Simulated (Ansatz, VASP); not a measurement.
**Two plane-wave programs on TiIn2Au**

```
In Au Ti
1.0
     4.39095    0.00000    0.00000
     2.19548   -5.18500    0.00000
     0.00000    0.00000   -7.06811
In Au Ti
4 2 2
Direct
  0.36364 0.27272 0.94763
  0.63636 0.72728 0.44763
  0.63636 0.72728 0.05237
  0.36364 0.27272 0.55237
  0.78946 0.42108 0.75000
  0.21054 0.57892 0.25000
  0.07593 0.84814 0.75000
  0.92407 0.15186 0.25000
```

Alike in both runs: task single point; functional PBE; k mesh 5 × 5 × 3; no spin polarisation.

```csv
,VASP,Ansatz
version,VASP 6.6.1,Ansatz 0.2.0
potentials or method,"VASP PAW PBE potentials, release 64 (In_d, Au, Ti_sv), cutoff 520 eV",PAW plane waves
occupations,"fermi-dirac, width 0.1 eV",fermi-dirac
valence electrons in the cell,98,114
```

```tsv
	VASP	Ansatz	Ansatz less VASP
gap on the k mesh at the Fermi level (eV)	none	none	-
pressure (GPa)	6.2	6.3	+0.05
traceless stress, the component that is largest in VASP (GPa)	4.44	4.44	-0.003
rms of the force components (eV/Å)	0.657	0.658	+0.0009
```

Atom by atom the forces differ by 0.002 eV/Å (rms over components). A gap of «none» marks a metal or a gap that the smearing closes. VASP's potentials hold 98 valence electrons a cell and Ansatz's 114, so a difference there can come from the potentials and not from the codes.

Neither program's run includes spin-orbit coupling.
